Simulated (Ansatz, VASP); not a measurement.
**N: VASP beside Ansatz**

```
CELL_PARAMETERS angstrom
5.69984 0.00000 0.00000
0.00000 5.69984 0.00000
0.00000 0.00000 5.69984
ATOMIC_POSITIONS crystal
N 0.05578 0.05578 0.05578
N 0.44422 0.94422 0.55578
N 0.55578 0.44422 0.94422
N 0.94422 0.55578 0.44422
N 0.94420 0.94420 0.94420
N 0.55580 0.05580 0.44420
N 0.44420 0.55580 0.05580
N 0.05580 0.44420 0.55580
```

Alike in both runs: functional PBE; dispersion D3(BJ); k mesh 4 × 4 × 4; occupations gaussian, width 0.02 eV; no spin polarisation.

Ansatz relaxed the structure, and its values are those at the end. VASP's run is a single point on that final structure, the one shown.

|  | VASP | Ansatz |
| --- | --- | --- |
| version | VASP 6.6.1 | Ansatz 0.2.0 |
| potentials or method | VASP PAW PBE potentials, release 64 (N), cutoff 520 eV | scalar-relativistic, plane waves, PAW |
| valence electrons in the cell | 40 | 40 |

```tsv
	VASP	Ansatz	Ansatz less VASP
gap on the k mesh at the Fermi level (eV)	7.39	7.43	+0.044
least direct gap on the mesh (eV)	7.41	7.46	+0.044
pressure (GPa)	1.9	0.0	-1.98
rms of the force components (eV/Å)	1.011	0.001	-1.0103
```

One of these differences is far larger than is usual between the two programs; its cause wasn't traced.

Noted on VASP's run: the standard files for N, O and F lose accuracy on very short bonds.
